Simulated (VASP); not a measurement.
A run of VASP 6.6.1:

POSCAR

```
SiC5
1.0
    2.7247316106      0.0000000000      0.0000000000
   -1.3623658053      2.3596867933      0.0000000000
    0.0000000000      0.0000000000      6.7451242954
C Si
5 1
Direct
    0.0000000000      0.0000000000     -0.0279056414
    0.6666666667      0.3333333333      0.6696754898
    0.3333333333      0.6666666667      0.3656408691
    0.6666666667      0.3333333333      0.8962861265
    0.3333333333      0.6666666667      0.5929510710
    0.0000000000      0.0000000000      0.2533520851
```

INCAR.step1

```
SYSTEM = SiC5
ALGO     = Normal         ! electronic algorithm
EDIFF    = 1E-5           ! SCF threshold, eV
ENCUT    = 520            ! plane-wave cutoff, eV
GGA      = PE             ! functional
GGA_COMPAT= .FALSE.      
ISIF     = 2              ! what is computed and relaxed
ISMEAR   = 0              ! smearing method
LASPH    = .TRUE.         ! aspherical terms in the spheres
LCHARG   = .FALSE.        ! write CHGCAR
LREAL    = .FALSE.        ! projectors in reciprocal space
LWAVE    = .TRUE.         ! write WAVECAR
NBANDS   = 21             ! bands
NELM     = 120            ! most SCF steps
PREC     = Accurate       ! precision mode
SIGMA    = 0.01           ! smearing width, eV
```

INCAR.step2

```
SYSTEM = SiC5
AEXX     = 0.25           ! exact-exchange fraction
ALGO     = Normal         ! electronic algorithm
EDIFF    = 1E-6           ! SCF threshold, eV
ENCUT    = 520            ! plane-wave cutoff, eV
GGA      = PE             ! functional
GGA_COMPAT= .FALSE.      
ISIF     = 2              ! what is computed and relaxed
ISMEAR   = 0              ! smearing method
ISTART   = 1            
LASPH    = .TRUE.         ! aspherical terms in the spheres
LCHARG   = .FALSE.        ! write CHGCAR
LHFCALC  = .TRUE.         ! exact exchange
LREAL    = .FALSE.        ! projectors in reciprocal space
LWAVE    = .FALSE.        ! write WAVECAR
NBANDS   = 21             ! bands
NELM     = 120            ! most SCF steps
PREC     = Accurate       ! precision mode
PRECFOCK = Normal       
SIGMA    = 0.01           ! smearing width, eV
```

The input KPOINTS:

```
k-points
0
G
  6 6 2
  0 0 0
```

Potentials or basis: VASP PAW PBE potentials, release 64 (C, Si).

Command:

```bash
$ cat potpaw_PBE.64/C/POTCAR potpaw_PBE.64/Si/POTCAR > POTCAR
$ cp INCAR.step1 INCAR
$ mpirun -np 1 vasp_std > vasp.out
$ cp INCAR.step2 INCAR
$ mpirun -np 1 vasp_std > vasp.out
```

Hardware: 1 thread of Intel(R) Xeon(R) 6975P-C (Granite Rapids), on a shared host.

Q: Estimate the wall time of this run.

A: Run time: 25 min on 1 thread of Intel(R) Xeon(R) 6975P-C (Granite Rapids) (shared host), peak memory 0.15 GiB. Counts: k points 14.
